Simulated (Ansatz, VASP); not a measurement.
One calculation of GeSb2, two programs

```xyz
3
Lattice="-1.9330 1.9330 4.7418 1.9330 -1.9330 4.7418 1.9330 1.9330 -4.7418" Properties=species:S:1:pos:R:3 pbc="T T T"
Ge    0.0000    0.0000    0.0000
Sb    0.0000    0.0000    6.3066
Sb    0.0000    0.0000    3.1770
```

Alike in both runs: task relaxation of cell and atoms; functional PBE; k mesh 6 × 6 × 6; occupations gaussian, width 0.1 eV; no spin polarisation.

|  | VASP | Ansatz |
| --- | --- | --- |
| version | VASP 6.6.1 | Ansatz 0.2.0 |
| potentials or method | VASP PAW PBE potentials, release 64 (Ge_d, Sb), cutoff 600 eV | scalar-relativistic, plane waves, PAW |
| valence electrons in the cell | 24 | 44 |

Ansatz gave:

| Item | Value |
| --- | --- |
| gap on the k mesh at the Fermi level, each at its own relaxed structure (eV) | none |
| relaxed volume (Å³/atom) | 26.11 |
| relaxed length of the cell vector where the two differ most in proportion (Å) | 6.006 |

**Question.** What did VASP give for the same quantities?

**Answer.** gap on the k mesh at the Fermi level, each at its own relaxed structure (eV): none; relaxed volume (Å³/atom): 26.01; relaxed length of the cell vector where the two differ most in proportion (Å): 6.006.

A gap of «none» marks a metal or a gap that the smearing closes. VASP's potentials hold 24 valence electrons a cell and Ansatz's 44, so a difference there can come from the potentials and not from the codes.

The k mesh is coarse, so the values compare programs but aren't converged. Neither program's run includes spin-orbit coupling.
